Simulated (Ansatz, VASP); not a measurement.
## BaTiO3: VASP beside Ansatz

INCAR

```
SYSTEM = BaTiO3
ALGO = Normal
EDIFF = 1E-6
ENCUT = 1340
GGA = PE
GGA_COMPAT = .FALSE.
ISIF = 2
ISMEAR = 0
LASPH = .TRUE.
LCHARG = .FALSE.
LREAL = .FALSE.
LWAVE = .FALSE.
NBANDS = 28
NELM = 120
PREC = Accurate
SIGMA = 0.02
```

Contents of KPOINTS:

```
k-points
0
G
  8 8 6
  0 0 0
```

The input POSCAR:

```
BaTiO3
1.0
    3.8658863003      0.0000000000      0.0000000000
    0.0000000000      3.8658863003      0.0000000000
    0.0000000000      0.0000000000      4.5694207611
Ba Ti O
1 1 3
Direct
    0.5000000000      0.5000000000      0.6199797949
    0.0000000000      0.0000000000      0.1248770125
    0.0000000000      0.5000000000      0.0493381201
    0.5000000000      0.0000000000      0.0493381201
    0.0000000000      0.0000000000      0.5164639423
```

Input for Ansatz:

```yaml
crystal:
  lattice:
    - [3.8658863003, 0.0, 0.0]
    - [0.0, 3.8658863003, 0.0]
    - [0.0, 0.0, 4.5694207611]
  atoms:
    - { symbol: Ba, position: [0.5, 0.5, 0.6199797949] }
    - { symbol: Ti, position: [0.0, 0.0, 0.1248770125] }
    - { symbol: O, position: [0.0, 0.5, 0.0493381201] }
    - { symbol: O, position: [0.5, 0.0, 0.0493381201] }
    - { symbol: O, position: [0.0, 0.0, 0.5164639423] }
basis:
  ecutwfc: 420
kpoints:
  mp_grid: { grid: [8, 8, 6] }
  band_path: { path: [VBM, CBM], npoints: 2 }
hamiltonian:
  xc: pbe
scf:
  occupations: { method: gaussian, width: 0.02 }
output:
  forces: true
  stress: true
  eigenvalues: true
checkpoint:
  read: start.run
  write: ck
  compress: false
  write_wavefunctions: false
  write_every: 100000
```

Alike in both runs: task single point; functional PBE; k mesh 8 × 8 × 6; occupations gaussian, width 0.02 eV; no spin polarisation.

|  | VASP | Ansatz |
| --- | --- | --- |
| version | VASP 6.6.1 | Ansatz 0.2.0 |
| potentials or method | VASP PAW PBE potentials, release 64 (Ba_sv, Ti_sv, O_h), cutoff 1340 eV | scalar-relativistic, plane waves, PAW |
| valence electrons in the cell | 40 | 40 |

VASP gave:

* gap on the k mesh at the Fermi level (eV): 1.88
* least direct gap on the mesh (eV): 2.68
* pressure (GPa): 4.6
* traceless stress, the component that is largest in VASP (GPa): -3.35
* rms of the force components (eV/Å): 0.034

Task: Which values does Ansatz return?

Result: gap on the k mesh at the Fermi level (eV): 1.92; least direct gap on the mesh (eV): 2.72; pressure (GPa): 3.3; traceless stress, the component that is largest in VASP (GPa): -3.24; rms of the force components (eV/Å): 0.001.

Atom by atom the forces differ by 0.035 eV/Å (rms over components).

Spin-orbit coupling is off throughout.
